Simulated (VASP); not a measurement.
# Bi2Se3 (R-3m) in VASP: settings compared

The runs below take Bi2Se3 through single point, with PBE, r2SCAN.

Everything below comes from runs of VASP 6.6.1. Logs are shortened: lines on timing, memory, paths and dates and some standing lists are left out, and cuts for length are marked.

## (1) The cell of the first run

It takes space group R-3m (No. 166, trigonal). The conventional cell has a = 4.142 Å, b = 4.142 Å, c = 29.263 Å, α = 90.00°, β = 90.00°, γ = 120.00°. Within 3.8 Å of Bi (site symmetry 3m) lie 6 Se at 2.85 to 3.07 Å. Within 3.8 Å of Se (site symmetry 3m) lie 3 Bi at 2.85 Å and 3 Se at 3.67 Å. Se (site symmetry -3m) has 6 Bi at 3.07 Å and 12 Se at 4.14 to 4.23 Å within 4.3 Å.

## (2) Single point, PBE

File INCAR:

```
PREC = Accurate ; ENCUT = 520
EDIFF = 1E-6 ; ISMEAR = 0
SIGMA = 0.01 ; LREAL = F
LASPH = T ; NELM = 60
ALGO = Normal ; ISIF = 2
LWAVE = F ; LCHARG = F
GGA = PE ; NBANDS = 32
```

File KPOINTS:

```
regular mesh
0
Gamma
  6 6 6
```

File POSCAR:

```
Bi2Se3
1.0
    2.0711835755      1.1957983949      9.7543162122
   -2.0711835755      1.1957983949      9.7543162122
    0.0000000000     -2.3915967897      9.7543162122
Bi Se
2 3
Direct
    0.3993442180      0.3993442180      0.3993442180
    0.6006557820      0.6006557820      0.6006557820
    0.2141197028      0.2141197028      0.2141197028
    0.7858802972      0.7858802972      0.7858802972
    0.0000000000      0.0000000000      0.0000000000
```

Potentials or basis: VASP PAW PBE potentials, release 64 (Bi_d, Se).

Started as:

```bash
$ cat potpaw_PBE.64/Bi_d/POTCAR potpaw_PBE.64/Se/POTCAR > POTCAR
$ mpirun -np 1 vasp_std > vasp.out
```

OUTCAR:

```text
PREC = Accurate
   ENCUT = 520
   EDIFF = 1E-6
   ISMEAR = 0
   LREAL = F
   LASPH = T
   NELM = 60
   ISIF = 2
   GGA = PE

 ion  position               nearest neighbor table
   1  0.399  0.399  0.399-   4 2.85   4 2.85   4 2.85   5 3.07   5 3.07   5 3.07
   2  0.601  0.601  0.601-   3 2.85   3 2.85   3 2.85   5 3.07   5 3.07   5 3.07
   3  0.214  0.214  0.214-   2 2.85   2 2.85   2 2.85
   4  0.786  0.786  0.786-   1 2.85   1 2.85   1 2.85
   5  0.000  0.000  0.000-   2 3.07   2 3.07   1 3.07   1 3.07   2 3.07   1 3.07

  LATTYP: Found a trigonal (rhomboedric) cell.
 ALAT       =    10.0432275675
 COS(alpha) =     0.9149409406

  Lattice vectors:

 A1 = (   2.0711835755,   1.1957983949,   9.7543162122)
 A2 = (  -2.0711835755,   1.1957983949,   9.7543162122)
 A3 = (   0.0000000000,  -2.3915967897,   9.7543162122)

Analysis of symmetry for initial positions (statically):
=====================================================================
 Subroutine PRICEL returns:
 Original cell was already a primitive cell.

 Routine SETGRP: Setting up the symmetry group for a
 trigonal (rhombohedral) supercell.

 Subroutine GETGRP returns: Found 12 space group operations
 (whereof 12 operations were pure point group operations)
 out of a pool of 12 trial point group operations.

The static configuration has the point symmetry D_3d.

Analysis of symmetry for dynamics (positions and initial velocities):
=====================================================================
 Subroutine PRICEL returns:
 Original cell was already a primitive cell.

 Routine SETGRP: Setting up the symmetry group for a
 trigonal (rhombohedral) supercell.

 Subroutine GETGRP returns: Found 12 space group operations
 (whereof 12 operations were pure point group operations)
 out of a pool of 12 trial point group operations.

The dynamic configuration has the point symmetry D_3d.

 Subroutine INISYM returns: Found 12 space group operations
 (whereof 12 operations are pure point group operations),
 and found     1 'primitive' translations

----------------------------------------------------------------------------------------

                                     Primitive cell

  volume of cell :     144.9521

  direct lattice vectors                    reciprocal lattice vectors
     2.071183576  1.195798395  9.754316212     0.241407863  0.139376894  0.034172906
    -2.071183576  1.195798395  9.754316212    -0.241407863  0.139376894  0.034172906
     0.000000000 -2.391596790  9.754316212     0.000000000 -0.278753789  0.034172906

  length of vectors
    10.043227567 10.043227567 10.043227567     0.280840635  0.280840635  0.280840635

  position of ions in fractional coordinates (direct lattice)
     0.399344218  0.399344218  0.399344218
     0.600655782  0.600655782  0.600655782
     0.214119703  0.214119703  0.214119703
     0.785880297  0.785880297  0.785880297
     0.000000000  0.000000000  0.000000000

  ion indices of the primitive-cell ions
   primitive index   ion index
                 1           1
                 2           2
                 3           3
                 4           4
                 5           5

----------------------------------------------------------------------------------------

 KPOINTS: regular mesh

Automatic generation of k-mesh.
 Grid dimensions read from file:
 generate k-points for:    6    6    6

 Generating k-lattice:

  Cartesian coordinates                     Fractional coordinates (reciprocal lattice)
     0.040234644  0.023229482  0.005695484     0.166666667  0.000000000  0.000000000
    -0.040234644  0.023229482  0.005695484     0.000000000  0.166666667  0.000000000
     0.000000000 -0.046458965  0.005695484     0.000000000  0.000000000  0.166666667

  Length of vectors
     0.046806773  0.046806773  0.046806773

  Shift w.r.t. Gamma in fractional coordinates (k-lattice)
     0.000000000  0.000000000  0.000000000

 Subroutine IBZKPT returns following result:
 ===========================================

 Found     32 irreducible k-points:

 Following reciprocal coordinates:
            Coordinates               Weight
  0.000000  0.000000  0.000000      1.000000
  0.166667 -0.000000 -0.000000      6.000000
  0.333333 -0.000000 -0.000000      6.000000
  0.500000 -0.000000  0.000000      3.000000
  0.166667  0.166667 -0.000000      6.000000
  0.333333  0.166667  0.000000     12.000000
[... 16 lines left out ...]
  0.500000  0.500000  0.166667      6.000000
 -0.333333  0.500000  0.166667     12.000000
 [... further k-points ...]
   k-points           NKPTS =     32   k-points in BZ     NKDIM =     32   number of bands    NBANDS=     32
   number of dos      NEDOS =    301   number of ions     NIONS =      5
   total plane-waves  NPLWV = 512000
   dimension x,y,z NGX =    80 NGY =   80 NGZ =   80
   dimension x,y,z NGXF=   160 NGYF=  160 NGZF=  160
   ions per type =               2   3
   NGX,Y,Z   is equivalent  to a cutoff of  13.24, 13.24, 13.24 a.u.
   NGXF,Y,Z  is equivalent  to a cutoff of  26.48, 26.48, 26.48 a.u.
 SYSTEM =  unknown system
   PREC   = accura    normal or accurate (medium, high low for compatibility)
   ISTART =      0    job   : 0-new  1-cont  2-samecut
   ICHARG =      2    charge: 1-file 2-atom 10-const
   ISPIN  =      1    spin polarized calculation?
   LNONCOLLINEAR =      F non collinear calculations
   LSORBIT =      F    spin-orbit coupling
   LASPH  =      T    aspherical Exc in radial PAW
   ENCUT  =  520.0 eV  38.22 Ry    6.18 a.u.  18.67 18.67 18.67*2*pi/ulx,y,z
   NELM   =     60;   NELMIN=  2; NELMDL= -5     # of ELM steps
   EDIFF  = 0.1E-05   stopping-criterion for ELM
   LREAL  =      F    real-space projection
   EDIFFG = 0.1E-04   stopping-criterion for IOM
   NSW    =      0    number of steps for IOM
   IBRION =     -1    ionic relax: 0-MD 1-quasi-New 2-CG
   NFREE  =      0    steps in history (QN), initial steepest desc. (CG)
   ISIF   =      2    stress and relaxation
   ISYM   =      2    0-nonsym 1-usesym 2-fastsym
   POTIM  = 0.5000    time-step for ionic-motion
   TEBEG  =    0.0;   TEEND  =   0.0 temperature during run
   PSTRESS=    0.0 pullay stress
   NELECT =      48.0000    total number of electrons
   NUPDOWN=      -1.0000    fix difference up-down
   EMIN   =  10.00;   EMAX   =-10.00  energy-range for DOS
   EFERMI =   0.00;   METHOD = LEGACY
   ISMEAR =     0;   SIGMA  =   0.01  broadening in eV -4-tet -1-fermi 0-gaus
   EFERMI_NEDOS =   21; number of points for ismear=-14 and -15
   IALGO  =     38    algorithm
   IMIX   =      4    mixing-type and parameters
     AMIX     =   0.40;   BMIX     =  1.00
     AMIX_MAG =   1.60;   BMIX_MAG =  1.00
  volume/ion in A,a.u.               =      28.99       195.64
  Fermi-wavevector in a.u.,A,eV,Ry     =   1.132610  2.140322 17.453625  1.282805
  Thomas-Fermi vector in A             =   2.269311
   LORBIT       =      0    0 simple, 1 ext, 2 COOP (PROOUT), +10 PAW based schemes
   GGA     = PE    functional components
   LHFCALC =     F    Hartree Fock is set to
   AEXX    =    0.0000 exact exchange contribution
   IVDW    =     0    specifies the selected vdW correction
   LEPSILON=     F    determine dielectric tensor
   LRPA    =     F    only Hartree local field effects (RPA)
 non-spin polarized calculation
 Gauss-broadening in eV      SIGMA  =   0.01
  energy-cutoff  :      520.00
  volume of cell :      144.95
 maximum number of plane-waves:      3942
 NGX is ok and might be reduce to    80
   NGX = 37   NGY = 37   NGZ = 37

 number of electron      48.0000003 magnetization

 Free energy of the ion-electron system (eV)
  ---------------------------------------------------
  ext. energy  EPLUGINS =         0.00000000
  ---------------------------------------------------
  free energy    TOTEN  =       -20.18663122 eV

  energy without entropy =      -20.18663122  energy(sigma->0) =      -20.18663122

 E-fermi :   4.7312     XC(G=0):  -9.3746

 val. band max:        4.6277677350   @ k =   0.0000   0.0000   0.0000
 cond. band min:       4.9749494890   @ k =   0.0000   0.0000   0.0000
 fundamental gap:      0.3471817540
 Fermi energy:         4.7311537368

 k-point     1 :       0.0000    0.0000    0.0000
  band No.  band energies     occupation
      1     -18.3937      2.00000
      2     -18.3937      2.00000
      3     -18.3919      2.00000
      4     -18.3919      2.00000
      5     -18.3854      2.00000
      6     -18.3830      2.00000
[... 24 lines left out ...]
     31      10.5949      0.00000
     32      11.6753      0.00000

 k-point     2 :       0.1667   -0.0000   -0.0000
  band No.  band energies     occupation
      1     -18.3975      2.00000
      2     -18.3951      2.00000
      3     -18.3875      2.00000
      4     -18.3858      2.00000
      5     -18.3818      2.00000
      6     -18.3794      2.00000
[... 24 lines left out ...]
     31       9.9334      0.00000
     32      10.8195      0.00000

 k-point     3 :       0.3333   -0.0000   -0.0000
  band No.  band energies     occupation
      1     -18.4074      2.00000
      2     -18.4033      2.00000
      3     -18.3855      2.00000
      4     -18.3809      2.00000
      5     -18.3807      2.00000
      6     -18.3774      2.00000
[... 24 lines left out ...]
     31       9.1878      0.00000
     32      11.2714      0.00000

 k-point     4 :       0.5000   -0.0000    0.0000
  band No.  band energies     occupation
      1     -18.4130      2.00000
      2     -18.4079      2.00000
      3     -18.3882      2.00000
      4     -18.3834      2.00000
      5     -18.3810      2.00000
      6     -18.3764      2.00000
[... 654 lines left out ...]
     31       9.3899      0.00000
     32      11.6252      0.00000

 k-point    23 :       0.5000    0.5000    0.1667
  band No.  band energies     occupation
      1     -18.4073      2.00000
      2     -18.4034      2.00000
      3     -18.3855      2.00000
      4     -18.3809      2.00000
      5     -18.3807      2.00000
      6     -18.3774      2.00000
[... 24 lines left out ...]
     31       9.1472      0.00000
     32      11.0226      0.00000

 k-point    24 :      -0.3333    0.5000    0.1667
  band No.  band energies     occupation
      1     -18.4060      2.00000
      2     -18.4022      2.00000
      3     -18.3854      2.00000
      4     -18.3836      2.00000
      5     -18.3804      2.00000
      6     -18.3795      2.00000
[... 24 lines left out ...]
     31       9.6020      0.00000
     32      11.2147      0.00000

 [... further k-points ...]

------------------------ aborting loop because EDIFF is reached ----------------------------------------

  FORCE on cell =-STRESS in cart. coord.  units (eV):
  Direction    XX          YY          ZZ          XY          YZ          ZX
  --------------------------------------------------------------------------------------
  -------------------------------------------------------------------------------------
  Total        1.9550135      1.9550135      1.8550424     -0.0000000      0.0000000      0.0000000
  in kB       21.6090511     21.6090511     20.5040566     -0.0000000      0.0000000      0.0000000
  external PRESSURE =      21.2407196 kB  Pullay stress =       0.0000000 kB

 VOLUME and BASIS-vectors are now :
 -----------------------------------------------------------------------------
  energy-cutoff  :      520.00
  volume of cell :      144.95
      direct lattice vectors                 reciprocal lattice vectors
     2.071183576  1.195798395  9.754316212     0.241407863  0.139376894  0.034172906
    -2.071183576  1.195798395  9.754316212    -0.241407863  0.139376894  0.034172906
     0.000000000 -2.391596790  9.754316212     0.000000000 -0.278753789  0.034172906

 POSITION                                       TOTAL-FORCE (eV/Angst)
 -----------------------------------------------------------------------------------
      0.00000      0.00000     11.68599         0.000000     -0.000000     -0.120921
      0.00000      0.00000     17.57696         0.000000      0.000000      0.120921
      0.00000      0.00000      6.26577         0.000000     -0.000000     -0.196630
      0.00000      0.00000     22.99717         0.000000      0.000000      0.196630
      0.00000      0.00000      0.00000         0.000000      0.000000     -0.000000
 -----------------------------------------------------------------------------------
    total drift:                                0.000000      0.000000     -0.000000

  FREE ENERGIE OF THE ION-ELECTRON SYSTEM (eV)
  ---------------------------------------------------
  free  energy   TOTEN  =       -20.1866312158 eV

  energy  without entropy=      -20.1866312158  energy(sigma->0) =      -20.18663122
```

Run time: 15 min. Hardware: 1 thread of Intel Xeon Platinum 8488C (Sapphire Rapids), shared host; peak memory 0.95 GiB.

Results:

- Free energy: -20.1866 eV
- Pressure: 2.1 GPa
- Largest force: 0.197 eV/Å
- Band gap on the k mesh: 0.35 eV

Forces in eV/Å, atoms in the order of the input:
```
Bi   0.000  0.000 -0.121
Bi   0.000  0.000  0.121
Se   0.000  0.000 -0.197
Se   0.000  0.000  0.197
Se   0.000  0.000  0.000
```

Caveat: spin-orbit coupling is left out, which moves the levels of the heavy elements.

## (3) Single point, PBE

File INCAR:

```
SYSTEM = Bi2Se3
PREC = Accurate
ENCUT = 520
EDIFF = 1E-7
ISMEAR = 0
SIGMA = 0.01
LREAL = .FALSE.
LASPH = .TRUE.
NELM = 100
ALGO = Normal
ISIF = 2
LWAVE = .FALSE.
LCHARG = .FALSE.
GGA = PE
NBANDS = 32
```

File KPOINTS:

```
Automatic mesh
0
G
  6 6 6
  0 0 0
```

POSCAR is that of step 2.

Potentials or basis: VASP PAW PBE potentials, release 64 (Bi_d, Se).

Started as:

```bash
$ cat potpaw_PBE.64/Bi_d/POTCAR potpaw_PBE.64/Se/POTCAR > POTCAR
$ mpirun -np 1 vasp_std > vasp.out
```

OUTCAR:

```text
SYSTEM = Bi2Se3
   PREC = Accurate
   ENCUT = 520
   EDIFF = 1E-7
   ISMEAR = 0
   LREAL = .FALSE.
   LASPH = .TRUE.
   NELM = 100
   ISIF = 2
   GGA = PE

 ion  position               nearest neighbor table
   1  0.399  0.399  0.399-   4 2.85   4 2.85   4 2.85   5 3.07   5 3.07   5 3.07
   2  0.601  0.601  0.601-   3 2.85   3 2.85   3 2.85   5 3.07   5 3.07   5 3.07
   3  0.214  0.214  0.214-   2 2.85   2 2.85   2 2.85
   4  0.786  0.786  0.786-   1 2.85   1 2.85   1 2.85
   5  0.000  0.000  0.000-   2 3.07   2 3.07   1 3.07   1 3.07   2 3.07   1 3.07
[... 1046 lines left out ...]
  -------------------------------------------------------------------------------------
  Total        1.9547069      1.9547069      1.8548087      0.0000000      0.0000000      0.0000000
  in kB       21.6056627     21.6056627     20.5014734      0.0000000      0.0000000      0.0000000
  external PRESSURE =      21.2375996 kB  Pullay stress =       0.0000000 kB

 VOLUME and BASIS-vectors are now :
 -----------------------------------------------------------------------------
  energy-cutoff  :      520.00
  volume of cell :      144.95
      direct lattice vectors                 reciprocal lattice vectors
     2.071183576  1.195798395  9.754316212     0.241407863  0.139376894  0.034172906
    -2.071183576  1.195798395  9.754316212    -0.241407863  0.139376894  0.034172906
     0.000000000 -2.391596790  9.754316212     0.000000000 -0.278753789  0.034172906

 POSITION                                       TOTAL-FORCE (eV/Angst)
 -----------------------------------------------------------------------------------
      0.00000      0.00000     11.68599         0.000000     -0.000000     -0.120754
      0.00000      0.00000     17.57696         0.000000      0.000000      0.120754
      0.00000      0.00000      6.26577         0.000000     -0.000000     -0.196770
      0.00000      0.00000     22.99717         0.000000      0.000000      0.196770
      0.00000      0.00000      0.00000        -0.000000      0.000000     -0.000000
 -----------------------------------------------------------------------------------
    total drift:                                0.000000      0.000000     -0.000000

  FREE ENERGIE OF THE ION-ELECTRON SYSTEM (eV)
  ---------------------------------------------------
  free  energy   TOTEN  =       -20.1866312174 eV

  energy  without entropy=      -20.1866312174  energy(sigma->0) =      -20.18663122
```

stdout:

```text
POSCAR found type information on POSCAR BiSe
 POSCAR found :  2 types and       5 ions
 scaLAPACK will be used
 LDA part: xc-table for (Slater+PW92), standard interpolation
 POSCAR, INCAR and KPOINTS ok, starting setup
 FFT: planning ... GRIDC
 FFT: planning ... GRID_SOFT
 FFT: planning ... GRID
 WAVECAR not read
 entering main loop
```

Wall time 16 min (1 thread of Intel Xeon Platinum 8488C (Sapphire Rapids), shared host); peak memory 0.91 GiB.

What came out:

```
Free energy            : -20.1866 eV
Pressure               : 2.1 GPa
Largest force          : 0.197 eV/Å
Band gap on the k mesh : 0.35 eV
```

Forces in eV/Å, atoms in the order of the input:
```
Bi   0.000  0.000 -0.121
Bi   0.000  0.000  0.121
Se   0.000  0.000 -0.197
Se   0.000  0.000  0.197
Se   0.000  0.000  0.000
```

Stress tensor (GPa, compression positive):
```
2.16 0.00 0.00
0.00 2.16 0.00
0.00 0.00 2.05
```

Levels at points of the mesh, in eV from the valence-band top:
| k point | band 21 | band 22 | band 23 | band 24 | band 25 | band 26 | band 27 | band 28 |
| --- | --- | --- | --- | --- | --- | --- | --- | --- |
| (0.00, 0.00, 0.00) | -1.67 | -1.10 | -1.10 | 0.00 | 0.35 | 1.56 | 1.56 | 2.23 |
| (0.50, 0.00, 0.00) | -2.76 | -1.92 | -1.16 | -0.55 | 0.98 | 2.12 | 3.09 | 3.12 |
| (0.50, 0.50, 0.00) | -1.84 | -1.68 | -1.46 | -0.99 | 1.43 | 2.06 | 2.63 | 3.10 |
| (0.50, 0.50, 0.50) | -1.39 | -1.23 | -1.23 | -0.38 | 0.66 | 1.79 | 1.79 | 2.18 |

Caveat: spin-orbit coupling is left out, which moves the levels of the heavy elements. A k mesh can miss the band edges.

## (4) Single point, r2SCAN

POSCAR is that of step 3.

File INCAR.step1:

```
PREC = Accurate ; ENCUT = 520
ISMEAR = 0 ; SIGMA = 0.01
LREAL = False ; LASPH = True
NELM = 100 ; NBANDS = 32
GGA = PE ; ALGO = Normal
EDIFF = 1E-4 ; LWAVE = True
LCHARG = False
```

File INCAR.step2:

```
PREC = Accurate ; ENCUT = 520
EDIFF = 1E-6 ; ISMEAR = 0
SIGMA = 0.01 ; LREAL = False
LASPH = True ; NELM = 100
ALGO = Normal ; ISIF = 2
LWAVE = False ; LCHARG = True
METAGGA = R2SCAN ; LMIXTAU = True
LELF = True ; LVHAR = True
NBANDS = 32 ; ISTART = 1
```

File KPOINTS:

```
regular mesh
0
Gamma
  6 6 6
```

Started as:

```bash
$ cat potpaw_PBE.64/Bi_d/POTCAR potpaw_PBE.64/Se/POTCAR > POTCAR
$ cp INCAR.step1 INCAR
$ mpirun -np 1 vasp_std > vasp.out
$ cp INCAR.step2 INCAR
$ mpirun -np 1 vasp_std > vasp.out
```

Run time: 73 min. Hardware: 1 thread of Intel Xeon Platinum 8488C (Sapphire Rapids), shared host; peak memory 1.1 GiB.

Results (log left out):

| Property | Result |
| --- | --- |
| Free energy | -162.0541 eV |
| Pressure | 0.9 GPa |
| Largest force | 0.017 eV/Å |
| Band gap on the k mesh | 0.62 eV |

Forces on the atoms (eV/Å):
```
Bi   0.000  0.000  0.011
Bi   0.000  0.000 -0.011
Se   0.000  0.000  0.017
Se   0.000  0.000 -0.017
Se   0.000  0.000  0.000
```

Levels at points of the mesh, in eV from the valence-band top:
| k point | band 20 | band 21 | band 22 | band 23 | band 24 | band 25 | band 26 | band 27 | band 28 | band 29 |
| --- | --- | --- | --- | --- | --- | --- | --- | --- | --- | --- |
| (0.00, 0.00, 0.00) | -1.81 | -1.81 | -1.23 | -1.23 | 0.00 | 0.62 | 1.71 | 1.71 | 2.46 | 2.99 |
| (0.50, 0.00, 0.00) | -2.96 | -2.86 | -2.02 | -1.29 | -0.58 | 1.23 | 2.29 | 3.35 | 3.35 | 4.46 |
| (0.50, 0.50, 0.00) | -2.64 | -1.89 | -1.76 | -1.59 | -1.04 | 1.67 | 2.27 | 2.81 | 3.36 | 3.93 |
| (0.50, 0.50, 0.50) | -1.64 | -1.36 | -1.36 | -1.35 | -0.36 | 0.88 | 1.93 | 1.93 | 2.42 | 2.73 |

Caveat: the PAW data sets were made with another functional, which shifts forces and pressure a little; spin-orbit coupling is left out, which moves the levels of the heavy elements.
